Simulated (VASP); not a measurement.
# Mg (I4/mmm) in VASP: further runs

Mg is run at these levels: PBE; tasks: single point.

Everything below comes from runs of VASP 6.6.1. Logs are shortened: lines on timing, memory, paths and dates and some standing lists are left out, and cuts for length are marked.

## (1) The cell of the first run

It takes space group I4/mmm (No. 139, tetragonal). Conventional cell: a = 3.262 Å, b = 3.262 Å, c = 3.546 Å, α = 90.00°, β = 90.00°, γ = 90.00°. Within 3.8 Å of Mg (site symmetry 4/mmm) lie 14 Mg at 2.91 to 3.55 Å.

## (2) Single point, PBE (strain -0.080 along x and y, +0.000 along z)

INCAR reads:

```
PREC = Accurate ; ENCUT = 520
EDIFF = 1E-7 ; ISMEAR = 0
SIGMA = 0.15 ; LREAL = F
LASPH = T ; NELM = 60
ALGO = Fast ; ISIF = 2
LWAVE = F ; LCHARG = T
GGA = PE ; LELF = T
LVHAR = T ; NBANDS = 7
```

KPOINTS reads:

```
regular mesh
0
Gamma
  18 18 18
```

POSCAR reads:

```
Mg
1.0
   -1.6309433370      1.6309433370      1.7727644967
    1.6309433370     -1.6309433370      1.7727644967
    1.6309433370      1.6309433370     -1.7727644967
Mg
1
Direct
    0.0000000000      0.0000000000      0.0000000000
```

Potentials or basis: VASP PAW PBE potentials, release 64 (Mg).

The run is started by

```sh
cat potpaw_PBE.64/Mg/POTCAR > POTCAR
mpirun -np 1 vasp_std > vasp.out
```

OUTCAR:

```text
PREC = Accurate
   ENCUT = 520
   EDIFF = 1E-7
   ISMEAR = 0
   LREAL = F
   LASPH = T
   NELM = 60
   ISIF = 2
   GGA = PE

 ion  position               nearest neighbor table
   1  0.000  0.000  0.000-

  LATTYP: Found a body centered tetragonal cell.
 ALAT       =     3.2618866740
 C/A-ratio  =     1.0869565217

  Lattice vectors:

 A1 = (  -1.6309433370,   1.6309433370,   1.7727644967)
 A2 = (   1.6309433370,  -1.6309433370,   1.7727644967)
 A3 = (   1.6309433370,   1.6309433370,  -1.7727644967)

Analysis of symmetry for initial positions (statically):
=====================================================================
 Subroutine PRICEL returns:
 Original cell was already a primitive cell.

 Routine SETGRP: Setting up the symmetry group for a
 body centered tetragonal supercell.

 Subroutine GETGRP returns: Found 16 space group operations
 (whereof 16 operations were pure point group operations)
 out of a pool of 16 trial point group operations.

The static configuration has the point symmetry D_4h.

Analysis of symmetry for dynamics (positions and initial velocities):
=====================================================================
 Subroutine PRICEL returns:
 Original cell was already a primitive cell.

 Routine SETGRP: Setting up the symmetry group for a
 body centered tetragonal supercell.

 Subroutine GETGRP returns: Found 16 space group operations
 (whereof 16 operations were pure point group operations)
 out of a pool of 16 trial point group operations.

The dynamic configuration has the point symmetry D_4h.

 Subroutine INISYM returns: Found 16 space group operations
 (whereof 16 operations are pure point group operations),
 and found     1 'primitive' translations

----------------------------------------------------------------------------------------

                                     Primitive cell

  volume of cell :      18.8620

  direct lattice vectors                    reciprocal lattice vectors
    -1.630943337  1.630943337  1.772764497     0.000000000  0.306571043  0.282045360
     1.630943337 -1.630943337  1.772764497     0.306571043  0.000000000  0.282045360
     1.630943337  1.630943337 -1.772764497     0.306571043  0.306571043  0.000000000

  length of vectors
     2.909062787  2.909062787  2.909062787     0.416575791  0.416575791  0.433556927

  position of ions in fractional coordinates (direct lattice)
     0.000000000  0.000000000  0.000000000

[... 77 lines left out ...]
   EDIFFG = 0.1E-05   stopping-criterion for IOM
   NSW    =      0    number of steps for IOM
   IBRION =     -1    ionic relax: 0-MD 1-quasi-New 2-CG
   NFREE  =      0    steps in history (QN), initial steepest desc. (CG)
   ISIF   =      2    stress and relaxation
   ISYM   =      2    0-nonsym 1-usesym 2-fastsym
   POTIM  = 0.5000    time-step for ionic-motion
   TEBEG  =    0.0;   TEEND  =   0.0 temperature during run
   PSTRESS=    0.0 pullay stress
   NELECT =       2.0000    total number of electrons
   NUPDOWN=      -1.0000    fix difference up-down
   EMIN   =  10.00;   EMAX   =-10.00  energy-range for DOS
   EFERMI =   0.00;   METHOD = LEGACY
   ISMEAR =     0;   SIGMA  =   0.15  broadening in eV -4-tet -1-fermi 0-gaus
   EFERMI_NEDOS =   21; number of points for ismear=-14 and -15
   IALGO  =     68    algorithm
   IMIX   =      4    mixing-type and parameters
     AMIX     =   0.40;   BMIX     =  1.00
     AMIX_MAG =   1.60;   BMIX_MAG =  1.00
  volume/ion in A,a.u.               =      18.86       127.29
  Fermi-wavevector in a.u.,A,eV,Ry     =   0.774858  1.464269  8.168997  0.600404
  Thomas-Fermi vector in A             =   1.877002
   LORBIT       =      0    0 simple, 1 ext, 2 COOP (PROOUT), +10 PAW based schemes
   GGA     = PE    functional components
   LHFCALC =     F    Hartree Fock is set to
   AEXX    =    0.0000 exact exchange contribution
   IVDW    =     0    specifies the selected vdW correction
   LEPSILON=     F    determine dielectric tensor
   LRPA    =     F    only Hartree local field effects (RPA)
 non-spin polarized calculation
 RMM-DIIS sequential band-by-band and
 Gauss-broadening in eV      SIGMA  =   0.15
  energy-cutoff  :      520.00
  volume of cell :       18.86
 maximum number of plane-waves:       522
 NGX is ok and might be reduce to    24
   NGX = 11   NGY = 11   NGZ = 11

 number of electron       2.0000000 magnetization

 Free energy of the ion-electron system (eV)
  ---------------------------------------------------
  ext. energy  EPLUGINS =         0.00000000
  ---------------------------------------------------
  free energy    TOTEN  =        -1.37437825 eV

  energy without entropy =       -1.37101705  energy(sigma->0) =       -1.37269765

 E-fermi :   3.7823     XC(G=0):  -9.1240

 val. band max:        3.7762117480   @ k =   0.4444  -0.0000   0.0000
 cond. band min:       3.7847030844   @ k =   0.3333   0.3333   0.0556
 fundamental gap:      0.0084913363
 Fermi energy:         3.7823493108

 k-point     1 :       0.0000    0.0000    0.0000
  band No.  band energies     occupation
      1      -4.0717      2.00000
      2      17.6540      0.00000
      3      17.6540      0.00000
      4      19.4295      0.00000
      5      19.4750      0.00000
      6      20.9967      0.00000
      7      21.1183      0.00000
[... 221 lines left out ...]
 k-point    24 :      -0.2222    0.0556   -0.0000
  band No.  band energies     occupation
      1      -2.9994      2.00000
      2      11.6612      0.00000
      3      15.2733      0.00000
      4      16.3474      0.00000
      5      18.4560      0.00000
      6      18.7496      0.00000
      7      21.1577      0.00000

 [... further k-points ...]

------------------------ aborting loop because EDIFF is reached ----------------------------------------

  FORCE on cell =-STRESS in cart. coord.  units (eV):
  Direction    XX          YY          ZZ          XY          YZ          ZX
  --------------------------------------------------------------------------------------
  -------------------------------------------------------------------------------------
  Total        1.1952133      1.1952133      1.1762542      0.0000000      0.0000000      0.0000000
  in kB      101.5236490    101.5236490     99.9132293      0.0000000      0.0000000      0.0000000
  external PRESSURE =     100.9868425 kB  Pullay stress =       0.0000000 kB

 VOLUME and BASIS-vectors are now :
 -----------------------------------------------------------------------------
  energy-cutoff  :      520.00
  volume of cell :       18.86
      direct lattice vectors                 reciprocal lattice vectors
    -1.630943337  1.630943337  1.772764497     0.000000000  0.306571043  0.282045360
     1.630943337 -1.630943337  1.772764497     0.306571043  0.000000000  0.282045360
     1.630943337  1.630943337 -1.772764497     0.306571043  0.306571043  0.000000000

 POSITION                                       TOTAL-FORCE (eV/Angst)
 -----------------------------------------------------------------------------------
      0.00000      0.00000      0.00000         0.000000      0.000000      0.000000
 -----------------------------------------------------------------------------------
    total drift:                                0.000000      0.000000      0.000000

  FREE ENERGIE OF THE ION-ELECTRON SYSTEM (eV)
  ---------------------------------------------------
  free  energy   TOTEN  =        -1.3743782498 eV

  energy  without entropy=       -1.3710170464  energy(sigma->0) =       -1.37269765
```

OSZICAR:

```text
N       E                     dE             d eps       ncg     rms          rms(c)
DAV:   1    -0.607093064961E+00   -0.60709E+00   -0.87085E+02  7406   0.201E+02
DAV:   2    -0.138224965038E+01   -0.77516E+00   -0.73841E+00  9044   0.122E+01
DAV:   3    -0.138488148030E+01   -0.26318E-02   -0.26310E-02  8295   0.801E-01
DAV:   4    -0.138488602061E+01   -0.45403E-05   -0.45403E-05  9576   0.245E-02
DAV:   5    -0.138488603050E+01   -0.98906E-08   -0.10103E-07  8463   0.765E-04    0.672E-01
RMM:   6    -0.137932339478E+01    0.55626E-02   -0.98118E-05  6721   0.866E-02    0.428E-01
RMM:   7    -0.137438227245E+01    0.49411E-02   -0.42093E-04  6938   0.155E-01    0.217E-02
RMM:   8    -0.137437879575E+01    0.34767E-05   -0.23728E-05  7064   0.326E-02    0.513E-03
RMM:   9    -0.137437824178E+01    0.55396E-06   -0.15707E-06  7370   0.726E-03    0.375E-04
RMM:  10    -0.137437824979E+01   -0.80037E-08   -0.19537E-07  7533   0.249E-03
   1 F= -.13743782E+01 E0= -.13726976E+01  d E =-.336120E-02
```

Wall time 44 s (1 thread of Intel Xeon 8259CL, shared host); peak memory 0.19 GiB.

What came out:

| Property | Result |
| --- | --- |
| Free energy | -1.3744 eV |
| Pressure | 10.1 GPa |
| Band gap on the k mesh | zero (bands 1 and 2 overlap by 4.23 eV) |

Stress tensor (GPa, compression positive):
```
10.15  0.00  0.00
 0.00 10.15  0.00
 0.00  0.00  9.99
```

Caveat: the cell differs from its parent crystal (strain -0.080 along x and y, +0.000 along z); the cell stands under pressure.

## (3) Single point, PBE (strain -0.080 along x and y, +0.080 along z)

INCAR reads:

```
SYSTEM = Mg
ALGO = Normal ; EDIFF = 1E-7
ENCUT = 520 ; GGA = PE
ISIF = 2 ; ISMEAR = 0
LASPH = .TRUE. ; LCHARG = .TRUE.
LELF = .TRUE. ; LREAL = .FALSE.
LVHAR = .TRUE. ; LWAVE = .FALSE.
NBANDS = 7 ; NELM = 60
PREC = Accurate ; SIGMA = 0.15
```

KPOINTS reads:

```
k-points
0
G
  18 18 18
  0 0 0
```

POSCAR reads:

```
Mg
1.0
   -1.6309433370      1.6309433370      1.9145856564
    1.6309433370     -1.6309433370      1.9145856564
    1.6309433370      1.6309433370     -1.9145856564
Mg
1
Direct
    0.0000000000      0.0000000000      0.0000000000
```

Potentials or basis: VASP PAW PBE potentials, release 64 (Mg).

The run is started by

```sh
cat potpaw_PBE.64/Mg/POTCAR > POTCAR
mpirun -np 1 vasp_std > vasp.out
```

Wall time 58 s (1 thread of Intel Xeon 8259CL, shared host); peak memory 0.2 GiB.

Results (log left out):

| Item | Value |
| --- | --- |
| Free energy | -1.4471 eV |
| Pressure | 5.3 GPa |
| Band gap on the k mesh | zero (bands 1 and 2 overlap by 3.31 eV) |

Stress tensor (GPa, compression positive):
```
5.13 0.00 0.00
0.00 5.13 0.00
0.00 0.00 5.77
```

Levels at points of the mesh, in eV from the Fermi level:
```
           k point  band 1  band 2  band 3  band 4  band 5
(0.00, 0.00, 0.00)   -7.46   13.10   13.10   14.36   15.91
(0.50, 0.00, 0.00)   -1.84   -1.17   10.23   11.50   12.23
(0.50, 0.50, 0.00)   -1.07   -0.08    7.42    8.70    9.16
(0.50, 0.50, 0.50)    1.84    2.74    5.00    5.69    5.69
```

Caveat: the cell differs from its parent crystal (strain -0.080 along x and y, +0.080 along z); the cell stands under pressure.

## (4) Single point, PBE (strain +0.000 along x and y, -0.080 along z)

INCAR reads:

```
PREC = Accurate ; ENCUT = 520
EDIFF = 1E-6 ; ISMEAR = 0
SIGMA = 0.15 ; LREAL = F
LASPH = T ; NELM = 100
ALGO = Normal ; ISIF = 2
LWAVE = F ; LCHARG = T
GGA = PE ; LELF = T
LVHAR = T ; NBANDS = 7
```

KPOINTS reads:

```
Automatic mesh
0
Gamma
  18 18 18
```

POSCAR reads:

```
Mg
1.0
   -1.7727644967      1.7727644967      1.6309433370
    1.7727644967     -1.7727644967      1.6309433370
    1.7727644967      1.7727644967     -1.6309433370
Mg
1
Direct
    0.0000000000      0.0000000000      0.0000000000
```

The run is started by

```sh
cat potpaw_PBE.64/Mg/POTCAR > POTCAR
mpirun -np 1 vasp_std > vasp.out
```

Wall time 48 s (1 thread of Intel Xeon 8259CL, shared host); peak memory 0.2 GiB.

It converged, with:

```
Free energy            : -1.4456 eV
Pressure               : 4.9 GPa
Band gap on the k mesh : zero (bands 1 and 2 overlap by 4.83 eV)
```

Stress tensor (GPa, compression positive):
```
4.65 0.00 0.00
0.00 4.65 0.00
0.00 0.00 5.39
```

Levels at points of the mesh, in eV from the Fermi level:
```csv
k point,band 1,band 2,band 3,band 4,band 5
"(0.00, 0.00, 0.00)",-7.44,12.66,14.51,14.51,14.96
"(0.50, 0.00, 0.00)",-1.49,-0.66,8.57,9.80,10.45
"(0.50, 0.50, 0.00)",-1.91,-1.29,10.18,11.37,12.17
"(0.50, 0.50, 0.50)",3.54,3.54,3.61,4.27,5.71
```

Caveat: the cell differs from its parent crystal (strain +0.000 along x and y, -0.080 along z); the cell stands under pressure.

## (5) Single point, PBE (strain +0.000 along x and y, +0.080 along z)

INCAR reads:

```
ALGO     = Normal         # electronic algorithm
EDIFF    = 1E-6           # SCF threshold, eV
ENCUT    = 520            # plane-wave cutoff, eV
GGA      = PE             # functional
ISIF     = 2              # what is computed and relaxed
ISMEAR   = 0              # smearing method
LASPH    = True           # aspherical terms in the spheres
LCHARG   = False          # write CHGCAR
LREAL    = False          # projectors in reciprocal space
LWAVE    = False          # write WAVECAR
NBANDS   = 7              # bands
NELM     = 80             # most SCF steps
PREC     = Accurate       # precision mode
SIGMA    = 0.15           # smearing width, eV
```

KPOINTS reads:

```
k-points
0
Gamma
  18 18 18
```

POSCAR reads:

```
Mg
1.0
   -1.7727644967      1.7727644967      1.9145856564
    1.7727644967     -1.7727644967      1.9145856564
    1.7727644967      1.7727644967     -1.9145856564
Mg
1
Direct
    0.0000000000      0.0000000000      0.0000000000
```

The run is started by

```sh
cat potpaw_PBE.64/Mg/POTCAR > POTCAR
mpirun -np 1 vasp_std > vasp.out
```

Wall time 49 s (1 thread of Intel Xeon 8259CL, shared host); peak memory 0.21 GiB.

It converged, with:

* Free energy: -1.4749 eV
* Pressure: -1.7 GPa
* Band gap on the k mesh: zero (bands 1 and 2 overlap by 3.78 eV)

Stress tensor (GPa, compression positive):
```
-1.80  0.00  0.00
 0.00 -1.80  0.00
 0.00  0.00 -1.40
```

Levels at points of the mesh, in eV from the Fermi level:
```
           k point  band 1  band 2  band 3  band 4
(0.00, 0.00, 0.00)   -6.75   12.28   12.28   13.71
(0.50, 0.00, 0.00)   -1.52   -1.09    8.91    9.41
(0.50, 0.50, 0.00)   -1.20   -0.57    7.66    8.22
(0.50, 0.50, 0.50)    2.63    3.43    4.30    4.30
```

Caveat: the cell differs from its parent crystal (strain +0.000 along x and y, +0.080 along z).

## (6) Single point, PBE (strain +0.080 along x and y, +0.000 along z)

INCAR reads:

```
PREC = Accurate ; ENCUT = 520
EDIFF = 1E-7 ; ISMEAR = 0
SIGMA = 0.15 ; LREAL = False
LASPH = True ; NELM = 60
ALGO = Normal ; ISIF = 2
LWAVE = False ; LCHARG = False
GGA = PE ; NBANDS = 7
```

KPOINTS reads:

```
Automatic mesh
0
Gamma
  18 18 18
```

POSCAR reads:

```
Mg
1.0
   -1.9145856564      1.9145856564      1.7727644967
    1.9145856564     -1.9145856564      1.7727644967
    1.9145856564      1.9145856564     -1.7727644967
Mg
1
Direct
    0.0000000000      0.0000000000      0.0000000000
```

Potentials or basis: VASP PAW PBE potentials, release 64 (Mg).

The run is started by

```sh
cat potpaw_PBE.64/Mg/POTCAR > POTCAR
mpirun -np 1 vasp_std > vasp.out
```

Wall time 63 s (1 thread of Intel Xeon 8259CL, shared host); peak memory 0.21 GiB.

Results (log left out):

* Free energy: -1.4414 eV
* Pressure: -3.5 GPa
* Band gap on the k mesh: zero (bands 1 and 2 overlap by 4.27 eV)

Stress tensor (GPa, compression positive):
```
-3.43  0.00  0.00
 0.00 -3.43  0.00
 0.00  0.00 -3.55
```

Levels at points of the mesh, in eV from the Fermi level:
```
           k point  band 1  band 2  band 3  band 4
(0.00, 0.00, 0.00)   -6.42   11.31   12.76   12.76
(0.50, 0.00, 0.00)   -1.18   -0.74    7.82    8.08
(0.50, 0.50, 0.00)   -1.49   -1.28    9.08    9.25
(0.50, 0.50, 0.50)    2.99    2.99    3.64    4.00
```

Caveat: the cell differs from its parent crystal (strain +0.080 along x and y, +0.000 along z); the cell stands under tension.

## (7) Summary

| cell | gap on the mesh (eV) | pressure (GPa) |
| --- | --- | --- |
| a = 2.909 Å, angles 111.8, 111.8, 104.9°, 1 atom | none | 10.1 |
| a = 2.998 Å, angles 114.1, 114.1, 100.6°, 1 atom | none | 5.3 |
| a = 2.991 Å, angles 107.3, 107.3, 113.9°, 1 atom | none | 4.9 |
| a = 3.155 Å, angles 111.6, 111.6, 105.3°, 1 atom | none | -1.7 |
| a = 3.236 Å, angles 107.5, 107.5, 113.6°, 1 atom | none | -3.5 |

Alike in all rows: task single point; level PBE; potentials or basis VASP PAW PBE potentials, release 64 (Mg); no spin polarisation; k mesh 18 × 18 × 18; cutoff (eV) 520; smearing gaussian 0.15 eV.

Caveats: the cell stands under pressure (at least some runs); the cell stands under tension (at least some runs).

Absolute energies hang on the potentials; compare differences alone.
